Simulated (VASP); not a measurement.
MoS2: single point with PBE

Crystal: MoS2.

```
Mo S
1.0
     6.34200    0.00000    0.00000
     0.00000   10.98467    0.00000
    -1.58550   -0.91539   12.22999
Mo S
16 32
Cartesian
  0.0000 0.0000 0.0000
  3.1710 0.0000 0.0000
  1.5855 2.7462 0.0000
  1.5855 0.9154 6.1150
  4.7565 2.7462 0.0000
  4.7565 0.9154 6.1150
  3.1710 5.4923 0.0000
  3.1710 3.6616 6.1150
  0.0000 5.4923 0.0000
  0.0000 3.6616 6.1150
  4.7565 8.2385 0.0000
  4.7565 6.4077 6.1150
  1.5855 8.2385 0.0000
  1.5855 6.4077 6.1150
  0.0000 9.1539 6.1150
  3.1710 9.1539 6.1150
  1.5855 0.9154 1.5287
  4.7565 0.9154 1.5287
  3.1710 3.6616 1.5287
  3.1710 1.8308 7.6437
  0.0000 3.6616 1.5287
  0.0000 1.8308 7.6437
  4.7565 6.4077 1.5287
  4.7565 4.5769 7.6437
  1.5855 6.4077 1.5287
  1.5855 4.5769 7.6437
  0.0000 9.1539 1.5287
  0.0000 7.3231 7.6437
  3.1710 9.1539 1.5287
  3.1710 7.3231 7.6437
  1.5855 10.0693 7.6437
  4.7565 10.0693 7.6437
  0.0000 0.0000 4.5862
  3.1710 0.0000 4.5862
  1.5855 2.7462 4.5862
  1.5855 0.9154 10.7012
  4.7565 2.7462 4.5862
  4.7565 0.9154 10.7012
  3.1710 5.4923 4.5862
  3.1710 3.6616 10.7012
  0.0000 5.4923 4.5862
  0.0000 3.6616 10.7012
  4.7565 8.2385 4.5862
  4.7565 6.4077 10.7012
  1.5855 8.2385 4.5862
  1.5855 6.4077 10.7012
  0.0000 9.1539 10.7012
  3.1710 9.1539 10.7012
```

```yaml
Program: VASP 6.6.1
Task: single point
Functional: PBE
Potentials_or_basis: VASP PAW PBE potentials, release 64 (Mo_sv, S)
Cutoff: 520 eV
k_mesh: 2 × 1 × 1
Occupations: gaussian, width 0.05 eV
Spin: no spin polarisation
```

| Property | Result |
| --- | --- |
| Pressure | 8.6 GPa |
| Largest force | 0.787 eV/Å |
| Band gap on the k mesh | zero (bands 208 and 209 overlap by 0.08 eV) |

Forces on the atoms (eV/Å):
```
Mo   0.000  0.000  0.000
Mo   0.000  0.000  0.000
Mo   0.000  0.000  0.000
Mo   0.000  0.000  0.000
Mo   0.000  0.000  0.000
Mo   0.000  0.000  0.000
Mo   0.000  0.000  0.000
Mo   0.000  0.000  0.000
Mo   0.000  0.000  0.000
Mo   0.000  0.000  0.000
Mo   0.000  0.000  0.000
Mo   0.000  0.000  0.000
Mo   0.000  0.000  0.000
Mo   0.000  0.000  0.000
Mo   0.000  0.000  0.000
Mo   0.000  0.000  0.000
S   -0.022 -0.055  0.785
S   -0.022 -0.055  0.785
S   -0.022 -0.055  0.785
S   -0.022 -0.055  0.785
S   -0.022 -0.055  0.785
S   -0.022 -0.055  0.785
S   -0.022 -0.055  0.785
S   -0.022 -0.055  0.785
S   -0.022 -0.055  0.785
S   -0.022 -0.055  0.785
S   -0.022 -0.055  0.785
S   -0.022 -0.055  0.785
S   -0.022 -0.055  0.785
S   -0.022 -0.055  0.785
S   -0.022 -0.055  0.785
S   -0.022 -0.055  0.785
S    0.022  0.055 -0.785
S    0.022  0.055 -0.785
S    0.022  0.055 -0.785
S    0.022  0.055 -0.785
S    0.022  0.055 -0.785
S    0.022  0.055 -0.785
S    0.022  0.055 -0.785
S    0.022  0.055 -0.785
S    0.022  0.055 -0.785
S    0.022  0.055 -0.785
S    0.022  0.055 -0.785
S    0.022  0.055 -0.785
S    0.022  0.055 -0.785
S    0.022  0.055 -0.785
S    0.022  0.055 -0.785
S    0.022  0.055 -0.785
```

Stress tensor (GPa, compression positive):
```
 9.43 -0.24 -0.32
-0.24  7.68 -0.54
-0.32 -0.54  8.80
```

Levels at points of the mesh, in eV from the Fermi level:
```tsv
k point	band 205	band 206	band 207	band 208	band 209	band 210
(0.00, 0.00, 0.00)	-0.27	-0.17	-0.16	-0.05	-0.05	0.00
(0.50, 0.00, 0.00)	-0.06	-0.06	0.03	0.03	0.15	0.15
```

It took 7.8 min on 1 thread of Intel(R) Xeon(R) 6975P-C (Granite Rapids), on a shared host, peak memory 0.87 GiB.

Caveat: the k points lie up to 0.57 Å⁻¹ apart; this functional lacks dispersion, which binds the layers, so the pressure and a relaxed spacing across them are unreliable.
